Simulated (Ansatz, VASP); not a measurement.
**Two plane-wave programs on GaReSi**

POSCAR

```
GaReSi
1.0
    3.2321790000      0.0000000000      0.0000000000
    0.0000000000      3.2321790000      0.0000000000
    0.0000000000      0.0000000000      8.1497620000
Re Ga Si
2 2 2
Direct
    0.7500000000      0.7500000000      0.7306300000
    0.2500000000      0.2500000000      0.2693700000
    0.2500000000      0.2500000000      0.9146000000
    0.7500000000      0.7500000000      0.0854000000
    0.7500000000      0.7500000000      0.4152000000
    0.2500000000      0.2500000000      0.5848000000
```

INCAR.step1

```
SYSTEM = GaReSi
ALGO     = Normal         ! electronic algorithm
EDIFF    = 1E-4           ! SCF threshold, eV
ENCUT    = 520            ! plane-wave cutoff, eV
GGA      = PE             ! functional
ISMEAR   = -1             ! smearing method
LASPH    = .True.         ! aspherical terms in the spheres
LCHARG   = .False.        ! write CHGCAR
LREAL    = .False.        ! projectors in reciprocal space
LWAVE    = .True.         ! write WAVECAR
NBANDS   = 33             ! bands
NELM     = 100            ! most SCF steps
PREC     = Accurate       ! precision mode
SIGMA    = 0.0114         ! smearing width, eV
```

File INCAR.step2:

```
SYSTEM = GaReSi
ALGO     = Normal         ! electronic algorithm
EDIFF    = 1E-6           ! SCF threshold, eV
ENCUT    = 520            ! plane-wave cutoff, eV
ISIF     = 2              ! what is computed and relaxed
ISMEAR   = -1             ! smearing method
ISTART   = 1            
LASPH    = .True.         ! aspherical terms in the spheres
LCHARG   = .False.        ! write CHGCAR
LMIXTAU  = .True.       
LREAL    = .False.        ! projectors in reciprocal space
LWAVE    = .False.        ! write WAVECAR
METAGGA  = R2SCAN         ! meta-GGA
NBANDS   = 33             ! bands
NELM     = 100            ! most SCF steps
PREC     = Accurate       ! precision mode
SIGMA    = 0.0114         ! smearing width, eV
```

KPOINTS

```
k-points
0
Gamma
  8 8 3
  0 0 0
```

Input for Ansatz:

```yaml
crystal:
  lattice:
    - [3.232179, 0.0, 0.0]
    - [0.0, 3.232179, 0.0]
    - [0.0, 0.0, 8.149762]
  atoms:
    - { symbol: Re, position: [0.75, 0.75, 0.73063] }
    - { symbol: Re, position: [0.25, 0.25, 0.26937] }
    - { symbol: Ga, position: [0.25, 0.25, 0.9146] }
    - { symbol: Ga, position: [0.75, 0.75, 0.0854] }
    - { symbol: Si, position: [0.75, 0.75, 0.4152] }
    - { symbol: Si, position: [0.25, 0.25, 0.5848] }
  symmetry: { tolerance: 0.0003 }
kpoints:
  mp_grid: { grid: [8, 8, 3], shift: [0, 0, 0] }
  band_path:
    path:
      - [0.0, 0.0, 0.0]
      - [0.0, 0.5, 0.0]
      - [0.5, 0.5, 0.0]
      - [0.0, 0.0, 0.0]
      - [0.0, 0.0, 0.5]
      - [0.0, 0.5, 0.5]
      - [0.5, 0.5, 0.5]
      - [0.0, 0.0, 0.5]
      - [0.0, 0.5, 0.0]
      - [0.0, 0.5, 0.5]
      - [0.5, 0.5, 0.0]
    npoints: 6
magnetization:
  spin_polarized: false
scf:
  occupations: { method: fermi_dirac, width: 0.0114 }
  lower_state_search: "off"
  max_iter: 200
hamiltonian:
  pseudopotentials: { kind: paw }
  xc: r2scan
basis:
  ecutwfc: 500
  fft_grid_basis: typed
output:
  forces: true
  stress: true
  eigenvalues: true
  bader: true
  populations: true
  elf: true
  write_potential: true
  volumetric_format: npy
  dos:
    e_range: [-12, 8]
    de: 0.05
    projected: { site_lists: { Ga: [Ga], Re: [Re], Si: [Si] } }
checkpoint:
  read: saved_state
```

Alike in both runs: task single point; functional r2SCAN; k mesh 8 × 8 × 3; occupations fermi-dirac, width 0.0114 eV; no spin polarisation.

|  | VASP | Ansatz |
| --- | --- | --- |
| version | VASP 6.6.1 | Ansatz 0.2.0 |
| potentials or method | VASP PAW PBE potentials, release 64 (Re, Ga_d, Si), cutoff 520 eV | PAW plane waves |
| valence electrons in the cell | 48 | 64 |

```csv
,VASP,Ansatz,Ansatz less VASP
pressure (GPa),-8.9,-9.1,-0.20
"traceless stress, the component that is largest in VASP (GPa)",-1.40,-1.44,-0.037
rms of the force components (eV/Å),0.151,0.155,+0.0036
```

VASP's potentials were made for PBE, not for r2SCAN. Atom by atom the forces differ by 0.005 eV/Å (rms over components). With one functional, cell and mesh, what is left measures potentials, basis and numerics. VASP's potentials hold 48 valence electrons a cell and Ansatz's 64, so a difference there can come from the potentials and not from the codes.

Neither program's run includes spin-orbit coupling.
